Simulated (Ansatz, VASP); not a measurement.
One calculation of GaP, two programs

```
Ga P
1.0
     3.84557    0.00000    0.00000
     0.00000    5.43845    0.00000
     0.00000    0.00000   26.53670
Ga P
7 7
Direct
  0.50000 0.55721 0.29869
  0.00000 0.98289 0.35222
  0.50000 0.48750 0.42819
  0.00000 0.98500 0.50000
  0.50000 0.48749 0.57181
  0.00000 0.98289 0.64778
  0.50000 0.55720 0.70131
  0.00000 0.76486 0.27483
  0.50000 0.23321 0.35557
  0.00000 0.73915 0.42681
  0.50000 0.23539 0.50000
  0.00000 0.73915 0.57319
  0.50000 0.23320 0.64443
  0.00000 0.76486 0.72517
```

Alike in both runs: functional PBEsol; k mesh 7 × 5 × 1; occupations gaussian, width 0.05 eV; no spin polarisation.

Ansatz relaxed the structure, and its values are those at the end. VASP's run is a single point on that final structure, the one shown.

|  | VASP | Ansatz |
| --- | --- | --- |
| version | VASP 6.6.1 | Ansatz 0.2.0 |
| potentials or method | VASP PAW PBE potentials, release 64 (Ga_d, P), cutoff 520 eV | scalar-relativistic, plane waves, PAW |
| valence electrons in the cell | 126 | 126 |

|  | VASP | Ansatz | Ansatz less VASP |
| --- | --- | --- | --- |
| gap on the k mesh at the Fermi level (eV) | 0.98 | 0.98 | 0.000 |
| least direct gap on the mesh (eV) | 1.62 | 1.61 | -0.002 |
| rms of the force components (eV/Å) | 0.005 | 0.002 | -0.0027 |

VASP's potentials were made for PBE, not for PBEsol. The functional is the same, so the differences come from potentials, cutoffs and numerics.
